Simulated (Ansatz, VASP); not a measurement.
## Two plane-wave programs on As

Contents of INCAR:

```
SYSTEM = As
PREC = Accurate
ENCUT = 400
EDIFF = 1E-6
ISMEAR = 0
SIGMA = 0.04
LREAL = .False.
LASPH = .True.
NELM = 120
ALGO = Normal
ISIF = 2
LWAVE = .False.
LCHARG = .False.
LDIPOL = .True.
IDIPOL = 3
DIPOL = 0.5 0.5 0.635
GGA = PE
NBANDS = 22
GGA_COMPAT = .False.
NELMDL = -8
```

Contents of KPOINTS:

```
regular mesh
0
Gamma
  12 12 1
  0 0 0
```

File POSCAR:

```
As
1.0
    3.6188151869      0.0000000000      0.0000000000
   -1.8094075934      3.1339858834      0.0000000000
    0.0000000000      0.0000000000     22.5000000000
As
2
Direct
    0.0000000000      0.0000000000      0.6052069157
    0.6666666667      0.3333333333      0.6655501610
```

Input for Ansatz:

```yaml
crystal:
  lattice:
    - [3.6188151869, 0.0, 0.0]
    - [-1.8094075934, 3.1339858834, 0.0]
    - [0.0, 0.0, 22.5]
  atoms:
    - { symbol: As, position: [0.0, 0.0, 0.6052069157] }
    - { symbol: As, position: [0.6666666667, 0.3333333333, 0.665550161] }
basis:
  ecutwfc: 420
kpoints:
  mp_grid: { grid: [12, 12, 1] }
hamiltonian:
  xc: pbe
  pseudopotentials: { kind: paw, azcp: { folder: soft_1 } }
scf:
  occupations: { method: gaussian, width: 0.04 }
  n_extra_bands: 6
  max_iter: 160
output:
  forces: true
  eigenvalues: true
  write_density: true
  write_potential: true
  elf: true
  volumetric_format: npy
efield:
  axis: 3
  dipole_correction: true
```

Alike in both runs: task single point; functional PBE; k mesh 12 × 12 × 1; occupations gaussian, width 0.04 eV; no spin polarisation.

|  | VASP | Ansatz |
| --- | --- | --- |
| version | VASP 6.6.1 | Ansatz 0.2.0 |
| potentials or method | VASP PAW PBE potentials, release 64 (As_d), cutoff 400 eV | scalar-relativistic, plane waves, PAW |
| valence electrons in the cell | 30 | 30 |

|  | VASP | Ansatz | Ansatz less VASP |
| --- | --- | --- | --- |
| gap on the k mesh at the Fermi level (eV) | 1.79 | 1.79 | -0.005 |
| least direct gap on the mesh (eV) | 1.95 | 1.96 | +0.004 |
| rms of the force components (eV/Å) | 0.234 | 0.219 | -0.0145 |

Atom by atom the forces differ by 0.015 eV/Å (rms over components).
